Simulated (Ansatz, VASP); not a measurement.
# One calculation of GaN, two programs

```
Ga N
1.0
     0.00000    2.25350    2.25350
     2.25350    0.00000    2.25350
     2.25350    2.25350    0.00000
Ga N
1 1
Direct
  0.00000 0.00000 0.00000
  0.25000 0.25000 0.25000
```

Alike in both runs: task relaxation of cell and atoms; functional PBEsol; dispersion D3(BJ); k mesh 10 × 10 × 10; occupations fermi-dirac, width 0.05 eV; no spin polarisation.

```csv
,VASP,Ansatz
version,VASP 6.6.1,Ansatz 0.2.0
potentials or method,"VASP PAW PBE potentials, release 64 (Ga_d, N)",Ansatz PAW
plane-wave cutoff (eV),600,420
valence electrons in the cell,18,18
```

|  | VASP | Ansatz | Ansatz less VASP |
| --- | --- | --- | --- |
| gap on the k mesh at the Fermi level, each at its own relaxed structure (eV) | 1.84 | 1.81 | -0.034 |
| relaxed volume (Å³/atom) | 11.16 | 11.19 | +0.022 |
| relaxed length of the cell vector where the two differ most in proportion (Å) | 3.161 | 3.163 | +0.0021 |

VASP's potentials were made for PBE, not for PBEsol.

Noted on Ansatz's run: the plane-wave basis is chosen anew once the cell has moved, so the energies of steps on either side of that aren't comparable.
